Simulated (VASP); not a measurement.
# Si32Ag (a cell with a defect) in VASP: single point with PBE

Aim: the single point of Si32Ag (a cell with a defect) with PBE.

All numbers are computed with VASP 6.6.1; they aren't measurements. Logs are shortened: lines on timing, memory, paths and dates and some standing lists are left out, and cuts for length are marked.

## 1. The cell of the first run

The cell holds a defect, 33 atoms: a = 9.474 Å, b = 9.474 Å, c = 9.474 Å, α = 109.47°, β = 109.47°, γ = 109.47°.

## 2. Single point, PBE

INCAR

```
  PREC = Accurate
  ENCUT = 520
  EDIFF = 1E-6
  ISMEAR = 0
  SIGMA = 0.02
  LREAL = Auto
  LASPH = True
  NELM = 60
  ALGO = Normal
  ISIF = 2
  LWAVE = False
  LCHARG = False
  GGA = PE
  NELECT = 138.0
  NBANDS = 92
  LUSENCCL = False
```

KPOINTS

```
Automatic mesh
0
Gamma
  2 2 2
  0.5 0.5 0.5
```

POSCAR

```
Si32Ag
1.0
   -5.4700937642      5.4700937642     -5.4700937642
    5.4700937642     -5.4700937642     -5.4700937642
   -5.4700937642     -5.4700937642      5.4700937642
Si Ag
32 1
Direct
    0.5011734556      0.0000746108      0.2516309965
    0.2515010651      0.0000737739      0.5012675262
   -0.0002982672      0.0000585468      0.7351383328
    0.7477477907      0.7481335582      0.2493599476
    0.7349522744      0.0000564557     -0.0001964089
    0.4981322011      0.7504710507      0.4982262643
    0.2492450421      0.7481223883      0.7478291807
   -0.0003162360      0.5015965591      0.2515695333
   -0.0002816012      0.7358656627     -0.0001896049
    0.7499589218      0.4985675017      0.4982752893
    0.4981720427      0.4985606420      0.7500707702
    0.2640458718      0.2643933096      0.2641402474
    0.2514502054      0.5015901173     -0.0002196476
   -0.0003101274      0.2520614030      0.5013122684
    0.7477929715      0.2497337868      0.7478881191
    0.5012083376      0.2520732878     -0.0002176112
    0.7496502692      0.2500919176      0.4997643856
    0.4996613801      0.2500804326      0.7497350590
    0.2540950466      0.2545247831     -0.0003139042
   -0.0004082643      0.0001097553      0.4890814032
   -0.0004456721      0.2545131677      0.2541856715
    0.7451554958      0.0000854940      0.7452922918
    0.4889106926      0.0001106268     -0.0002975532
    0.2496384263      0.7500668365      0.4997391210
    0.2541412315      0.0001092913      0.2542425434
   -0.0003435456      0.7456563206      0.7452366564
    0.7451171877      0.7456654233     -0.0002417083
    0.5100534613      0.5105710635      0.5101666217
    0.4996424897      0.7500557398      0.2497286388
    0.2497305220      0.5000876100      0.7498340894
   -0.0004101541      0.4897024298     -0.0002963150
    0.7497338421      0.5000906807      0.2498332769
   -0.0006983039      0.0002129376     -0.0005302698
```

Potentials or basis: VASP PAW PBE potentials, release 64 (Si, Ag).

Started as:

```
$ cat potpaw_PBE.64/Si/POTCAR potpaw_PBE.64/Ag/POTCAR > POTCAR
$ mpirun -np 1 vasp_std > vasp.out
```

OUTCAR:

```text
PREC = Accurate
   ENCUT = 520
   EDIFF = 1E-6
   ISMEAR = 0
   LREAL = Auto
   LASPH = True
   NELM = 60
   ISIF = 2
   GGA = PE
   NELECT = 138.0

 ion  position               nearest neighbor table
   1  0.501  0.000  0.252-  25 2.35  23 2.35  29 2.36  17 2.36
   2  0.252  0.000  0.501-  25 2.35  20 2.35  24 2.36  18 2.36
   3  1.000  0.000  0.735-  20 2.33  26 2.44  19 2.44  22 2.45  33 2.51
   4  0.748  0.748  0.249-  27 2.35  20 2.35  32 2.36  29 2.36
   5  0.735  0.000  1.000-  23 2.33  27 2.44  21 2.44  22 2.45  33 2.51
   6  0.498  0.750  0.498-  22 2.35  28 2.35  29 2.36  24 2.36
   7  0.249  0.748  0.748-  26 2.35  23 2.35  30 2.36  24 2.36
   8  1.000  0.502  0.252-  21 2.35  31 2.35  24 2.36  32 2.36
   9  1.000  0.736  1.000-  31 2.33  25 2.44  26 2.44  27 2.44  33 2.51
  10  0.750  0.499  0.498-  26 2.35  28 2.35  17 2.36  32 2.36
  11  0.498  0.499  0.750-  27 2.35  28 2.35  18 2.36  30 2.36
  12  0.264  0.264  0.264-  28 2.33  25 2.44  19 2.44  21 2.44  33 2.51
  13  0.251  0.502  1.000-  19 2.35  31 2.35  29 2.36  30 2.36
  14  1.000  0.252  0.501-  21 2.35  20 2.35  30 2.36  17 2.36
  15  0.748  0.250  0.748-  22 2.35  31 2.35  17 2.36  18 2.36
  16  0.501  0.252  1.000-  19 2.35  23 2.35  32 2.36  18 2.36
  17  0.750  0.250  0.500-  15 2.36  14 2.36  10 2.36   1 2.36
  18  0.500  0.250  0.750-  15 2.36  11 2.36  16 2.36   2 2.36
  19  0.254  0.255  1.000-  16 2.35  13 2.35   3 2.44  12 2.44  33 2.78
  20  1.000  0.000  0.489-   3 2.33  14 2.35   4 2.35   2 2.35
  21  1.000  0.255  0.254-  14 2.35   8 2.35   5 2.44  12 2.44  33 2.78
  22  0.745  0.000  0.745-   6 2.35  15 2.35   5 2.45   3 2.45  33 2.78
  23  0.489  0.000  1.000-   5 2.33  16 2.35   7 2.35   1 2.35
  24  0.250  0.750  0.500-   6 2.36   8 2.36   7 2.36   2 2.36
  25  0.254  0.000  0.254-   1 2.35   2 2.35  12 2.44   9 2.44  33 2.79
  26  1.000  0.746  0.745-   7 2.35  10 2.35   3 2.44   9 2.44  33 2.79
  27  0.745  0.746  1.000-   4 2.35  11 2.35   5 2.44   9 2.44  33 2.78
  28  0.510  0.511  0.510-  12 2.33   6 2.35  11 2.35  10 2.35
  29  0.500  0.750  0.250-   6 2.36  13 2.36   4 2.36   1 2.36
  30  0.250  0.500  0.750-  14 2.36   7 2.36  11 2.36  13 2.36
  31  1.000  0.490  1.000-   9 2.33  15 2.35   8 2.35  13 2.35
  32  0.750  0.500  0.250-   4 2.36  16 2.36   8 2.36  10 2.36
  33  0.999  0.000  0.999-   5 2.51   3 2.51  12 2.51   9 2.51  22 2.78  21 2.78  19 2.78  27 2.78
                            26 2.79  25 2.79

  LATTYP: Found a body centered cubic cell.
 ALAT       =    10.9401875284

  Lattice vectors:

 A1 = (  -5.4700937642,   5.4700937642,  -5.4700937642)
 A2 = (   5.4700937642,  -5.4700937642,  -5.4700937642)
 A3 = (  -5.4700937642,  -5.4700937642,   5.4700937642)

Analysis of symmetry for initial positions (statically):
=====================================================================
 Subroutine PRICEL returns:
 Original cell was already a primitive cell.

 Routine SETGRP: Setting up the symmetry group for a
 body centered cubic supercell.

 Subroutine GETGRP returns: Found  1 space group operations
 (whereof  1 operations were pure point group operations)
 out of a pool of 48 trial point group operations.

The static configuration has the point symmetry C_1 .

Analysis of symmetry for dynamics (positions and initial velocities):
=====================================================================
 Subroutine PRICEL returns:
 Original cell was already a primitive cell.

 Routine SETGRP: Setting up the symmetry group for a
 body centered cubic supercell.

 Subroutine GETGRP returns: Found  1 space group operations
 (whereof  1 operations were pure point group operations)
 out of a pool of 48 trial point group operations.

The dynamic configuration has the point symmetry C_1 .

 Subroutine INISYM returns: Found  1 space group operations
 (whereof  1 operations are pure point group operations),
 and found     1 'primitive' translations

----------------------------------------------------------------------------------------

                                     Primitive cell

  volume of cell :     654.7030

  direct lattice vectors                    reciprocal lattice vectors
    -5.470093764  5.470093764 -5.470093764    -0.091406111  0.000000000 -0.091406111
     5.470093764 -5.470093764 -5.470093764     0.000000000 -0.091406111 -0.091406111
    -5.470093764 -5.470093764  5.470093764    -0.091406111 -0.091406111  0.000000000

  length of vectors
     9.474480322  9.474480322  9.474480322     0.129267762  0.129267762  0.129267762

  position of ions in fractional coordinates (direct lattice)
     0.501173456  0.000074611  0.251630996
     0.251501065  0.000073774  0.501267526
     0.999701733  0.000058547  0.735138333
     0.747747791  0.748133558  0.249359948
     0.734952274  0.000056456  0.999803591
     0.498132201  0.750471051  0.498226264
[... 25 lines left out ...]
     0.749733842  0.500090681  0.249833277
     0.999301696  0.000212938  0.999469730

  ion indices of the primitive-cell ions
   primitive index   ion index
                 1           1
                 2           2
                 3           3
                 4           4
                 5           5
                 6           6
[... 25 lines left out ...]
                32          32
                33          33

----------------------------------------------------------------------------------------

 KPOINTS: Automatic mesh

Automatic generation of k-mesh.
 Grid dimensions read from file:
 generate k-points for:    2    2    2

 Generating k-lattice:

  Cartesian coordinates                     Fractional coordinates (reciprocal lattice)
    -0.045703056  0.000000000 -0.045703056     0.500000000  0.000000000  0.000000000
     0.000000000 -0.045703056 -0.045703056     0.000000000  0.500000000  0.000000000
    -0.045703056 -0.045703056  0.000000000     0.000000000  0.000000000  0.500000000

  Length of vectors
     0.064633881  0.064633881  0.064633881

  Shift w.r.t. Gamma in fractional coordinates (k-lattice)
     0.500000000  0.500000000  0.500000000

 Subroutine IBZKPT returns following result:
 ===========================================

 Found      4 irreducible k-points:

 Following reciprocal coordinates:
            Coordinates               Weight
  0.250000  0.250000  0.250000      2.000000
 -0.250000  0.250000  0.250000      2.000000
  0.250000 -0.250000  0.250000      2.000000
  0.250000  0.250000 -0.250000      2.000000
   k-points           NKPTS =      4   k-points in BZ     NKDIM =      4   number of bands    NBANDS=     92
   number of dos      NEDOS =    301   number of ions     NIONS =     33
   total plane-waves  NPLWV = 343000
   dimension x,y,z NGX =    70 NGY =   70 NGZ =   70
   dimension x,y,z NGXF=   140 NGYF=  140 NGZF=  140
   ions per type =              32   1
   NGX,Y,Z   is equivalent  to a cutoff of  12.28, 12.28, 12.28 a.u.
   NGXF,Y,Z  is equivalent  to a cutoff of  24.57, 24.57, 24.57 a.u.
 SYSTEM =  unknown system
   PREC   = accura    normal or accurate (medium, high low for compatibility)
   ISTART =      0    job   : 0-new  1-cont  2-samecut
   ICHARG =      2    charge: 1-file 2-atom 10-const
   ISPIN  =      1    spin polarized calculation?
   LNONCOLLINEAR =      F non collinear calculations
   LSORBIT =      F    spin-orbit coupling
   LASPH  =      T    aspherical Exc in radial PAW
   ENCUT  =  520.0 eV  38.22 Ry    6.18 a.u.  17.62 17.62 17.62*2*pi/ulx,y,z
   NELM   =     60;   NELMIN=  2; NELMDL= -5     # of ELM steps
   EDIFF  = 0.1E-05   stopping-criterion for ELM
   LREAL  =      T    real-space projection
   EDIFFG = 0.1E-04   stopping-criterion for IOM
   NSW    =      0    number of steps for IOM
   IBRION =     -1    ionic relax: 0-MD 1-quasi-New 2-CG
   NFREE  =      0    steps in history (QN), initial steepest desc. (CG)
   ISIF   =      2    stress and relaxation
   ISYM   =      2    0-nonsym 1-usesym 2-fastsym
   POTIM  = 0.5000    time-step for ionic-motion
   TEBEG  =    0.0;   TEEND  =   0.0 temperature during run
   PSTRESS=    0.0 pullay stress
   NELECT =     138.0000    total number of electrons
   NUPDOWN=      -1.0000    fix difference up-down
   EMIN   =  10.00;   EMAX   =-10.00  energy-range for DOS
   EFERMI =   0.00;   METHOD = LEGACY
   ISMEAR =     0;   SIGMA  =   0.02  broadening in eV -4-tet -1-fermi 0-gaus
   EFERMI_NEDOS =   21; number of points for ismear=-14 and -15
   IALGO  =     38    algorithm
   IMIX   =      4    mixing-type and parameters
     AMIX     =   0.40;   BMIX     =  1.00
     AMIX_MAG =   1.60;   BMIX_MAG =  1.00
  volume/ion in A,a.u.               =      19.84       133.88
  Fermi-wavevector in a.u.,A,eV,Ry     =   0.974286  1.841133 12.915100  0.949233
  Thomas-Fermi vector in A             =   2.104733
   LORBIT       =      0    0 simple, 1 ext, 2 COOP (PROOUT), +10 PAW based schemes
   GGA     = PE    functional components
   LHFCALC =     F    Hartree Fock is set to
   AEXX    =    0.0000 exact exchange contribution
   IVDW    =     0    specifies the selected vdW correction
   LEPSILON=     F    determine dielectric tensor
   LRPA    =     F    only Hartree local field effects (RPA)
 non-spin polarized calculation
 Gauss-broadening in eV      SIGMA  =   0.02
  energy-cutoff  :      520.00
  volume of cell :      654.70
 maximum number of plane-waves:     17628
 NGX is ok and might be reduce to    70
   NGX = 35   NGY = 35   NGZ = 35

 number of electron     138.0000009 magnetization

 Free energy of the ion-electron system (eV)
  ---------------------------------------------------
  ext. energy  EPLUGINS =         0.00000000
  ---------------------------------------------------
  free energy    TOTEN  =      -180.33728363 eV

  energy without entropy =     -180.33728363  energy(sigma->0) =     -180.33728363

 E-fermi :   5.4837     XC(G=0):  -9.4704

 val. band max:        5.3474598576   @ k =   0.2500   0.2500   0.2500
 cond. band min:       6.5200369404   @ k =  -0.2500   0.2500   0.2500
 fundamental gap:      1.1725770828
 Fermi energy:         5.4837120064

 k-point     1 :       0.2500    0.2500    0.2500
  band No.  band energies     occupation
      1      -5.3429      2.00000
      2      -5.1454      2.00000
      3      -5.1451      2.00000
      4      -5.1449      2.00000
      5      -3.4513      2.00000
      6      -3.4028      2.00000
[... 73 lines left out ...]
     80       7.4850      0.00000
     81       7.4853      0.00000

 k-point     2 :      -0.2500    0.2500    0.2500
  band No.  band energies     occupation
      1      -5.7240      2.00000
      2      -4.7785      2.00000
      3      -4.6570      2.00000
      4      -4.6568      2.00000
      5      -4.6077      2.00000
      6      -3.8810      2.00000
[... 73 lines left out ...]
     80       8.1666      0.00000
     81       8.2662      0.00000

 k-point     3 :       0.2500   -0.2500    0.2500
  band No.  band energies     occupation
      1      -5.7240      2.00000
      2      -4.7785      2.00000
      3      -4.6573      2.00000
      4      -4.6564      2.00000
      5      -4.6077      2.00000
      6      -3.8810      2.00000
[... 73 lines left out ...]
     80       8.1666      0.00000
     81       8.2662      0.00000

 k-point     4 :       0.2500    0.2500   -0.2500
  band No.  band energies     occupation
      1      -5.7240      2.00000
      2      -4.7785      2.00000
      3      -4.6569      2.00000
      4      -4.6569      2.00000
      5      -4.6077      2.00000
      6      -3.8810      2.00000
[... 73 lines left out ...]
     80       8.1666      0.00000
     81       8.2662      0.00000
 [bands above 81 left out]

------------------------ aborting loop because EDIFF is reached ----------------------------------------

  FORCE on cell =-STRESS in cart. coord.  units (eV):
  Direction    XX          YY          ZZ          XY          YZ          ZX
  --------------------------------------------------------------------------------------
  -------------------------------------------------------------------------------------
  Total       -2.0553433     -2.0598600     -2.0610577     -0.0020821     -0.0164281      0.0035117
  in kB       -5.0297993     -5.0408525     -5.0437834     -0.0050952     -0.0402025      0.0085937
  external PRESSURE =      -5.0381451 kB  Pullay stress =       0.0000000 kB

 VOLUME and BASIS-vectors are now :
 -----------------------------------------------------------------------------
  energy-cutoff  :      520.00
  volume of cell :      654.70
      direct lattice vectors                 reciprocal lattice vectors
    -5.470093764  5.470093764 -5.470093764    -0.091406111  0.000000000 -0.091406111
     5.470093764 -5.470093764 -5.470093764     0.000000000 -0.091406111 -0.091406111
    -5.470093764 -5.470093764  5.470093764    -0.091406111 -0.091406111  0.000000000

 POSITION                                       TOTAL-FORCE (eV/Angst)
 -----------------------------------------------------------------------------------
     -4.11750      1.36461     -1.36543         0.002948     -0.001948      0.000600
     -4.11731     -1.36665      1.36584         0.003163      0.000569     -0.001591
     -9.48942      1.44687     -1.44751         0.003939     -0.000662     -0.000387
     -1.36191     -1.36613     -6.81859         0.001999     -0.000533     -0.001668
     -9.48897     -1.44907      1.44845         0.002127      0.000881     -0.001980
     -1.34503     -4.10566     -4.10463        -0.000666     -0.000982     -0.000616
[... 25 lines left out ...]
     -2.73218     -0.00104     -5.47005        -0.000755      0.000590      0.000278
    -10.93230     -0.00208     -0.00025         0.000973     -0.000852      0.000955
 -----------------------------------------------------------------------------------
    total drift:                               -0.006933      0.003067     -0.003242

  FREE ENERGIE OF THE ION-ELECTRON SYSTEM (eV)
  ---------------------------------------------------
  free  energy   TOTEN  =      -180.3372836260 eV

  energy  without entropy=     -180.3372836260  energy(sigma->0) =     -180.33728363
```

Wall time 66 s (1 × NVIDIA H100 80GB with 1 thread of AMD EPYC 7R13 (Zen 3), shared host); peak memory 1.6 GiB.

What came out:

```
Free energy   : -180.3373 eV
Largest force : 0.006 eV/Å
```

Forces on the atoms (eV/Å):
```
Si   0.003 -0.002  0.001
Si   0.003  0.001 -0.002
Si   0.004 -0.001  0.000
Si   0.002 -0.001 -0.002
Si   0.002  0.001 -0.002
Si  -0.001 -0.001 -0.001
Si   0.001 -0.003  0.000
Si  -0.001  0.000  0.003
Si   0.000  0.003  0.004
Si  -0.001 -0.001 -0.003
Si  -0.001 -0.003 -0.001
Si   0.001 -0.005 -0.004
Si  -0.001  0.003  0.001
Si   0.002  0.002  0.000
Si   0.000  0.002  0.002
Si   0.001  0.000  0.002
Si  -0.001  0.001  0.000
Si  -0.001  0.000  0.001
Si   0.001 -0.002  0.000
Si  -0.002  0.001  0.000
Si   0.000  0.000 -0.002
Si   0.001  0.001 -0.001
Si  -0.003  0.000  0.001
Si  -0.001  0.000  0.000
Si  -0.002  0.001  0.001
Si   0.001  0.001  0.002
Si   0.000  0.002  0.000
Si  -0.003  0.000  0.000
Si  -0.001  0.000  0.000
Si  -0.001  0.001  0.000
Si  -0.002  0.000 -0.001
Si  -0.001  0.001  0.000
Ag   0.001 -0.001  0.001
```

Levels at points of the mesh, in eV from the Fermi level:
| k point | band 67 | band 68 | band 69 | band 70 | band 71 | band 72 |
| --- | --- | --- | --- | --- | --- | --- |
| (0.25, 0.25, 0.25) | -0.24 | -0.14 | -0.14 | 1.39 | 1.87 | 1.87 |

Caveat: the cell carries a net charge on a neutralising background, which shifts energy and pressure; the cell is charged against a uniform background, so pressure and absolute levels hang on convention.
